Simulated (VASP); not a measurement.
# ZnO (P4_2/mnm) in VASP: further runs

Aim: see how the results for ZnO move with the level of theory and the settings. Levels: PBE+D4, PBE. Tasks: single point.

All numbers are computed with VASP 6.6.1; they aren't measurements. Logs are shortened: lines on timing, memory, paths and dates and some standing lists are left out, and cuts for length are marked.

**1. The cell of the first run**

The structure is tetragonal, space group P4_2/mnm (No. 136). Conventional cell: a = 5.545 Å, b = 5.545 Å, c = 3.270 Å, α = 90.00°, β = 90.00°, γ = 90.00°. Within 2.6 Å of Zn (site symmetry m2m) lie 4 O at 1.95 to 2.02 Å. Within 2.6 Å of O (site symmetry m2m) lie 4 Zn at 1.95 to 2.02 Å.

**2. Single point, PBE+D4**

Contents of INCAR:

```
  PREC = Accurate
  ENCUT = 520
  EDIFF = 1E-6
  ISMEAR = 0
  SIGMA = 0.02
  LREAL = F
  LASPH = T
  NELM = 100
  ALGO = Normal
  ISIF = 2
  LWAVE = F
  LCHARG = F
  GGA = PE
  IVDW = 13
  NBANDS = 46
```

Contents of KPOINTS:

```
Automatic mesh
0
Gamma
  6 6 8
  0.5 0.5 0.5
```

Contents of POSCAR:

```
ZnO
1.0
    5.5453489869      0.0000000000      0.0000000000
    0.0000000000      5.5453489869      0.0000000000
    0.0000000000      0.0000000000      3.2704198630
Zn O
4 4
Direct
    0.1823277024      0.1823277024      0.5000000000
    0.8176722976      0.8176722976      0.5000000000
    0.6823277024      0.3176722976      0.0000000000
    0.3176722976      0.6823277024      0.0000000000
    0.8175707772      0.1824292228      0.5000000000
    0.1824292228      0.8175707772      0.5000000000
    0.6824292228      0.6824292228      0.0000000000
    0.3175707772      0.3175707772      0.0000000000
```

Potentials or basis: VASP PAW PBE potentials, release 64 (Zn, O).

Run with:

```sh
$ cat potpaw_PBE.64/Zn/POTCAR potpaw_PBE.64/O/POTCAR > POTCAR
$ mpirun -np 1 vasp_std > vasp.out
```

OUTCAR:

```text
PREC = Accurate
   ENCUT = 520
   EDIFF = 1E-6
   ISMEAR = 0
   LREAL = F
   LASPH = T
   NELM = 100
   ISIF = 2
   GGA = PE
   IVDW = 13

 ion  position               nearest neighbor table
   1  0.182  0.182  0.500-   8 1.95   8 1.95   5 2.02   6 2.02   2 2.86
   2  0.818  0.818  0.500-   7 1.95   7 1.95   5 2.02   6 2.02   1 2.86
   3  0.682  0.318  0.000-   5 1.95   5 1.95   8 2.02   7 2.02   4 2.86
   4  0.318  0.682  0.000-   6 1.95   6 1.95   8 2.02   7 2.02   3 2.86
   5  0.818  0.182  0.500-   3 1.95   3 1.95   1 2.02   2 2.02
   6  0.182  0.818  0.500-   4 1.95   4 1.95   1 2.02   2 2.02
   7  0.682  0.682  0.000-   2 1.95   2 1.95   4 2.02   3 2.02
   8  0.318  0.318  0.000-   1 1.95   1 1.95   4 2.02   3 2.02

  LATTYP: Found a simple tetragonal cell.
 ALAT       =     5.5453489869
 C/A-ratio  =     0.5897590703

  Lattice vectors:

 A1 = (   5.5453489869,   0.0000000000,   0.0000000000)
 A2 = (   0.0000000000,   5.5453489869,   0.0000000000)
 A3 = (   0.0000000000,   0.0000000000,   3.2704198630)

Analysis of symmetry for initial positions (statically):
=====================================================================
 Subroutine PRICEL returns:
 Original cell was already a primitive cell.

 Routine SETGRP: Setting up the symmetry group for a
 simple tetragonal supercell.

 Subroutine GETGRP returns: Found 16 space group operations
 (whereof  8 operations were pure point group operations)
 out of a pool of 16 trial point group operations.

The static configuration has the point symmetry D_2h.
 The point group associated with its full space group is D_4h.

Analysis of symmetry for dynamics (positions and initial velocities):
=====================================================================
 Subroutine PRICEL returns:
 Original cell was already a primitive cell.

 Routine SETGRP: Setting up the symmetry group for a
 simple tetragonal supercell.

 Subroutine GETGRP returns: Found 16 space group operations
 (whereof  8 operations were pure point group operations)
 out of a pool of 16 trial point group operations.

The dynamic configuration has the point symmetry D_2h.
 The point group associated with its full space group is D_4h.

 Subroutine INISYM returns: Found 16 space group operations
 (whereof  8 operations are pure point group operations),
 and found     1 'primitive' translations

----------------------------------------------------------------------------------------

                                     Primitive cell

  volume of cell :     100.5683

  direct lattice vectors                    reciprocal lattice vectors
     5.545348987  0.000000000  0.000000000     0.180331301  0.000000000  0.000000000
     0.000000000  5.545348987  0.000000000     0.000000000  0.180331301  0.000000000
     0.000000000  0.000000000  3.270419863     0.000000000  0.000000000  0.305771137

  length of vectors
     5.545348987  5.545348987  3.270419863     0.180331301  0.180331301  0.305771137

  position of ions in fractional coordinates (direct lattice)
     0.182327702  0.182327702  0.500000000
     0.817672298  0.817672298  0.500000000
     0.682327702  0.317672298  0.000000000
     0.317672298  0.682327702  0.000000000
     0.817570777  0.182429223  0.500000000
     0.182429223  0.817570777  0.500000000
     0.682429223  0.682429223  0.000000000
     0.317570777  0.317570777  0.000000000

  ion indices of the primitive-cell ions
   primitive index   ion index
                 1           1
                 2           2
                 3           3
                 4           4
                 5           5
                 6           6
                 7           7
                 8           8

----------------------------------------------------------------------------------------

 KPOINTS: Automatic mesh

Automatic generation of k-mesh.
 Grid dimensions read from file:
 generate k-points for:    6    6    8

 Generating k-lattice:

  Cartesian coordinates                     Fractional coordinates (reciprocal lattice)
     0.030055217  0.000000000  0.000000000     0.166666667  0.000000000  0.000000000
     0.000000000  0.030055217  0.000000000     0.000000000  0.166666667  0.000000000
     0.000000000  0.000000000  0.038221392     0.000000000  0.000000000  0.125000000

  Length of vectors
     0.030055217  0.030055217  0.038221392

  Shift w.r.t. Gamma in fractional coordinates (k-lattice)
     0.500000000  0.500000000  0.500000000

 Subroutine IBZKPT returns following result:
 ===========================================

 Found     24 irreducible k-points:

 Following reciprocal coordinates:
            Coordinates               Weight
  0.083333  0.083333  0.062500      8.000000
  0.250000  0.083333  0.062500     16.000000
  0.416667  0.083333  0.062500     16.000000
  0.250000  0.250000  0.062500      8.000000
  0.416667  0.250000  0.062500     16.000000
  0.416667  0.416667  0.062500      8.000000
[... 16 lines left out ...]
  0.416667  0.250000  0.437500     16.000000
  0.416667  0.416667  0.437500      8.000000
   k-points           NKPTS =     24   k-points in BZ     NKDIM =     24   number of bands    NBANDS=     46
   number of dos      NEDOS =    301   number of ions     NIONS =      8
   total plane-waves  NPLWV =  42336
   dimension x,y,z NGX =    42 NGY =   42 NGZ =   24
   dimension x,y,z NGXF=    84 NGYF=   84 NGZF=   48
   ions per type =               4   4
   NGX,Y,Z   is equivalent  to a cutoff of  12.59, 12.59, 12.20 a.u.
   NGXF,Y,Z  is equivalent  to a cutoff of  25.18, 25.18, 24.40 a.u.
 SYSTEM =  unknown system
   PREC   = accura    normal or accurate (medium, high low for compatibility)
   ISTART =      0    job   : 0-new  1-cont  2-samecut
   ICHARG =      2    charge: 1-file 2-atom 10-const
   ISPIN  =      1    spin polarized calculation?
   LNONCOLLINEAR =      F non collinear calculations
   LSORBIT =      F    spin-orbit coupling
   LASPH  =      T    aspherical Exc in radial PAW
   ENCUT  =  520.0 eV  38.22 Ry    6.18 a.u.  10.31 10.31  6.08*2*pi/ulx,y,z
   NELM   =    100;   NELMIN=  2; NELMDL= -5     # of ELM steps
   EDIFF  = 0.1E-05   stopping-criterion for ELM
   LREAL  =      F    real-space projection
   EDIFFG = 0.1E-04   stopping-criterion for IOM
   NSW    =      0    number of steps for IOM
   IBRION =     -1    ionic relax: 0-MD 1-quasi-New 2-CG
   NFREE  =      0    steps in history (QN), initial steepest desc. (CG)
   ISIF   =      2    stress and relaxation
   ISYM   =      2    0-nonsym 1-usesym 2-fastsym
   POTIM  = 0.5000    time-step for ionic-motion
   TEBEG  =    0.0;   TEEND  =   0.0 temperature during run
   PSTRESS=    0.0 pullay stress
   NELECT =      72.0000    total number of electrons
   NUPDOWN=      -1.0000    fix difference up-down
   EMIN   =  10.00;   EMAX   =-10.00  energy-range for DOS
   EFERMI =   0.00;   METHOD = LEGACY
   ISMEAR =     0;   SIGMA  =   0.02  broadening in eV -4-tet -1-fermi 0-gaus
   EFERMI_NEDOS =   21; number of points for ismear=-14 and -15
   IALGO  =     38    algorithm
   IMIX   =      4    mixing-type and parameters
     AMIX     =   0.40;   BMIX     =  1.00
     AMIX_MAG =   1.60;   BMIX_MAG =  1.00
  volume/ion in A,a.u.               =      12.57        84.83
  Fermi-wavevector in a.u.,A,eV,Ry     =   1.464531  2.767562 29.182470  2.144851
  Thomas-Fermi vector in A             =   2.580496
   LORBIT       =      0    0 simple, 1 ext, 2 COOP (PROOUT), +10 PAW based schemes
   GGA     = PE    functional components
   LHFCALC =     F    Hartree Fock is set to
   AEXX    =    0.0000 exact exchange contribution
   IVDW    =    13    specifies the selected vdW correction
   LEPSILON=     F    determine dielectric tensor
   LRPA    =     F    only Hartree local field effects (RPA)
 non-spin polarized calculation
 Gauss-broadening in eV      SIGMA  =   0.02
  energy-cutoff  :      520.00
  volume of cell :      100.57
 maximum number of plane-waves:      2730
 NGX is ok and might be reduce to    42
   NGX = 21   NGY = 21   NGZ = 13

 number of electron      71.9999964 magnetization

 Free energy of the ion-electron system (eV)
  ---------------------------------------------------
  ext. energy  EPLUGINS =         0.00000000
  ---------------------------------------------------
  free energy    TOTEN  =       -35.49682684 eV

  energy without entropy =      -35.49682684  energy(sigma->0) =      -35.49682684

 E-fermi :   0.8937     XC(G=0): -10.5488

 val. band max:        0.7664601504   @ k =   0.0833   0.0833   0.0625
 cond. band min:       2.1912647760   @ k =   0.0833   0.0833   0.0625
 fundamental gap:      1.4248046256
 Fermi energy:         0.8936732408

 k-point     1 :       0.0833    0.0833    0.0625
  band No.  band energies     occupation
      1     -17.0989      2.00000
      2     -16.4707      2.00000
      3     -16.4331      2.00000
      4     -16.3303      2.00000
      5      -5.3137      2.00000
      6      -5.1450      2.00000
[... 38 lines left out ...]
     45      11.3075      0.00000
     46      12.8929      0.00000

 k-point     2 :       0.2500    0.0833    0.0625
  band No.  band energies     occupation
      1     -17.0283      2.00000
      2     -16.5844      2.00000
      3     -16.4115      2.00000
      4     -16.3121      2.00000
      5      -5.3158      2.00000
      6      -5.1854      2.00000
[... 38 lines left out ...]
     45      11.8574      0.00000
     46      12.2588      0.00000

 k-point     3 :       0.4167    0.0833    0.0625
  band No.  band energies     occupation
      1     -16.9007      2.00000
      2     -16.7417      2.00000
      3     -16.3685      2.00000
      4     -16.3283      2.00000
      5      -5.2961      2.00000
      6      -5.2464      2.00000
[... 38 lines left out ...]
     45      11.4520      0.00000
     46      12.0622      0.00000

 k-point     4 :       0.2500    0.2500    0.0625
  band No.  band energies     occupation
      1     -16.9634      2.00000
      2     -16.6077      2.00000
      3     -16.4456      2.00000
      4     -16.3229      2.00000
      5      -5.3367      2.00000
      6      -5.2355      2.00000
[... 920 lines left out ...]
     45       9.8264      0.00000
     46      10.7047      0.00000

 k-point    23 :       0.4167    0.2500    0.4375
  band No.  band energies     occupation
      1     -16.5227      2.00000
      2     -16.4921      2.00000
      3     -16.2491      2.00000
      4     -16.2464      2.00000
      5      -5.1394      2.00000
      6      -5.0816      2.00000
[... 38 lines left out ...]
     45      10.2761      0.00000
     46      10.6784      0.00000

 k-point    24 :       0.4167    0.4167    0.4375
  band No.  band energies     occupation
      1     -16.5036      2.00000
      2     -16.4918      2.00000
      3     -16.2546      2.00000
      4     -16.2532      2.00000
      5      -5.1799      2.00000
      6      -5.1589      2.00000
[... 38 lines left out ...]
     45      10.8027      0.00000
     46      11.1458      0.00000

------------------------ aborting loop because EDIFF is reached ----------------------------------------

  DFT-D4 for vdW energy calculation

  Edisp (eV):   -1.80041

  FORCE on cell =-STRESS in cart. coord.  units (eV):
  Direction    XX          YY          ZZ          XY          YZ          ZX
  --------------------------------------------------------------------------------------
  -------------------------------------------------------------------------------------
  Total       0.52347     0.52347     0.69727     0.00000     0.00000     0.00000
  in kB       8.33954     8.33954    11.10830     0.00000     0.00000     0.00000
  external pressure =        9.26 kB  Pullay stress =        0.00 kB

 VOLUME and BASIS-vectors are now :
 -----------------------------------------------------------------------------
  energy-cutoff  :      520.00
  volume of cell :      100.57
      direct lattice vectors                 reciprocal lattice vectors
     5.545348987  0.000000000  0.000000000     0.180331301  0.000000000  0.000000000
     0.000000000  5.545348987  0.000000000     0.000000000  0.180331301  0.000000000
     0.000000000  0.000000000  3.270419863     0.000000000  0.000000000  0.305771137

 POSITION                                       TOTAL-FORCE (eV/Angst)
 -----------------------------------------------------------------------------------
      1.01107      1.01107      1.63521        -0.002231     -0.002231      0.000000
      4.53428      4.53428      1.63521         0.002231      0.002231     -0.000000
      3.78375      1.76160      0.00000        -0.002231      0.002231     -0.000000
      1.76160      3.78375      0.00000         0.002231     -0.002231      0.000000
      4.53372      1.01163      1.63521         0.002628     -0.002628      0.000000
      1.01163      4.53372      1.63521        -0.002628      0.002628     -0.000000
      3.78431      3.78431      0.00000        -0.002628     -0.002628      0.000000
      1.76104      1.76104      0.00000         0.002628      0.002628     -0.000000
 -----------------------------------------------------------------------------------
    total drift:                                0.000000      0.000000      0.000000

  FREE ENERGIE OF THE ION-ELECTRON SYSTEM (eV)
  ---------------------------------------------------
  free  energy   TOTEN  =       -37.2972386868 eV

  energy  without entropy=      -37.2972386868  energy(sigma->0) =      -37.29723869
```

It took 2.1 min on 1 thread of Oxide Virtual Turin-like, shared host; peak memory 0.2 GiB.

Results:

- Free energy: -37.2972 eV
- Pressure: 0.9 GPa
- Largest force: 0.004 eV/Å
- Band gap on the k mesh: 1.42 eV, direct
- Dispersion energy per atom: -0.225 eV

Forces on the atoms (eV/Å):
```
Zn  -0.002 -0.002  0.000
Zn   0.002  0.002  0.000
Zn  -0.002  0.002  0.000
Zn   0.002 -0.002  0.000
O    0.003 -0.003  0.000
O   -0.003  0.003  0.000
O   -0.003 -0.003  0.000
O    0.003  0.003  0.000
```

**3. Single point, PBE**

This run uses another cell than the first one, of 12.89 Å³/atom, 1.026 times its volume.

Contents of INCAR:

```
ALGO     = Normal         # electronic algorithm
EDIFF    = 1E-6           # SCF threshold, eV
ENCUT    = 520            # plane-wave cutoff, eV
GGA      = PE             # functional
ISIF     = 2              # what is computed and relaxed
ISMEAR   = 0              # smearing method
LASPH    = T              # aspherical terms in the spheres
LCHARG   = F              # write CHGCAR
LREAL    = F              # projectors in reciprocal space
LWAVE    = F              # write WAVECAR
NBANDS   = 46             # bands
NELM     = 60             # most SCF steps
PREC     = Accurate       # precision mode
SIGMA    = 0.02           # smearing width, eV
```

Contents of KPOINTS:

```
k-points
0
Gamma
  6 6 8
```

Contents of POSCAR:

```
ZnO
1.0
    5.6084659216      0.0000000000      0.0000000000
    0.0000000000      5.6084659216      0.0000000000
    0.0000000000      0.0000000000      3.2791201713
Zn O
4 4
Direct
    0.1816771469      0.1816771469      0.5000000000
    0.8183228531      0.8183228531      0.5000000000
    0.6816771469      0.3183228531      0.0000000000
    0.3183228531      0.6816771469      0.0000000000
    0.8184281469      0.1815718531      0.5000000000
    0.1815718531      0.8184281469      0.5000000000
    0.6815718531      0.6815718531      0.0000000000
    0.3184281469      0.3184281469      0.0000000000
```

Potentials or basis: VASP PAW PBE potentials, release 64 (Zn, O).

Run with:

```sh
$ cat potpaw_PBE.64/Zn/POTCAR potpaw_PBE.64/O/POTCAR > POTCAR
$ mpirun -np 1 vasp_std > vasp.out
```

It took 4.5 min on 1 thread of Oxide Virtual Turin-like, shared host; peak memory 0.27 GiB.

It converged, with:

```yaml
Free_energy: -35.5373 eV
Pressure: 0.8 GPa
Largest_force: 0.005 eV/Å
Band_gap_on_the_k_mesh: 0.74 eV, direct
```

Forces on the atoms (eV/Å):
```
Zn  -0.004 -0.004  0.000
Zn   0.004  0.004  0.000
Zn  -0.004  0.004  0.000
Zn   0.004 -0.004  0.000
O    0.003 -0.003  0.000
O   -0.003  0.003  0.000
O   -0.003 -0.003  0.000
O    0.003  0.003  0.000
```

Stress tensor (GPa, compression positive):
```
0.75 0.00 0.00
0.00 0.75 0.00
0.00 0.00 0.97
```

Levels at points of the mesh, in eV from the valence-band top:
| k point | band 34 | band 35 | band 36 | band 37 | band 38 | band 39 |
| --- | --- | --- | --- | --- | --- | --- |
| (0.00, 0.00, 0.00) | -0.18 | -0.18 | 0.00 | 0.74 | 5.12 | 5.12 |
| (0.50, 0.00, 0.00) | -0.49 | -0.40 | -0.40 | 3.12 | 3.12 | 6.01 |
| (0.50, 0.50, 0.00) | -0.81 | -0.75 | -0.75 | 4.16 | 4.16 | 4.60 |
| (0.00, 0.00, 0.50) | -1.69 | -1.28 | -1.28 | 5.72 | 5.72 | 7.91 |
| (0.50, 0.00, 0.50) | -1.48 | -1.01 | -1.01 | 5.80 | 5.80 | 6.74 |
| (0.50, 0.50, 0.50) | -1.31 | -1.26 | -1.26 | 5.54 | 5.54 | 5.81 |

PBE gaps usually lie below the measured ones, often by a third to a half.

[end of part 1 of 2]
